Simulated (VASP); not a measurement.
MgO (vib), 2 atoms in the cell. It takes space group Fm-3m (No. 225, cubic). The conventional cell has a = 4.249 Å, b = 4.249 Å, c = 4.249 Å, α = 90.00°, β = 90.00°, γ = 90.00°. Mg (site symmetry m-3m) has 6 O at 2.12 Å within 2.8 Å. O (site symmetry m-3m) has 6 Mg at 2.12 Å within 2.8 Å. 

```yaml
Program: VASP 6.6.1
Task: single point
Functional: LDA
Potentials_or_basis: VASP PAW LDA potentials, release 64 (Mg, O)
Cutoff: 520 eV
k_mesh: 8 × 8 × 8
Occupations: gaussian, width 0.1 eV
Spin: no spin polarisation
Dipole_correction: no
Further_INCAR_settings: ALGO = Normal; EDIFF = 1e-07; NBANDS = 11
```

Potentials or basis: VASP PAW LDA potentials, release 64 (Mg, O).

Command:

```sh
$ cat potpaw_LDA.64/Mg/POTCAR potpaw_LDA.64/O/POTCAR > POTCAR
$ mpirun -np 1 vasp_std > vasp.out
```

Hardware: 1 thread of Intel(R) Xeon(R) Platinum 8488C (Sapphire Rapids) (shared host).

Question: How long does it take, and how much memory?

Answer: Run time: 3.3 s on 1 thread of Intel(R) Xeon(R) Platinum 8488C (Sapphire Rapids), with other jobs on the host, peak memory 0.12 GiB. Counts: scf iterations 12, k points 29.
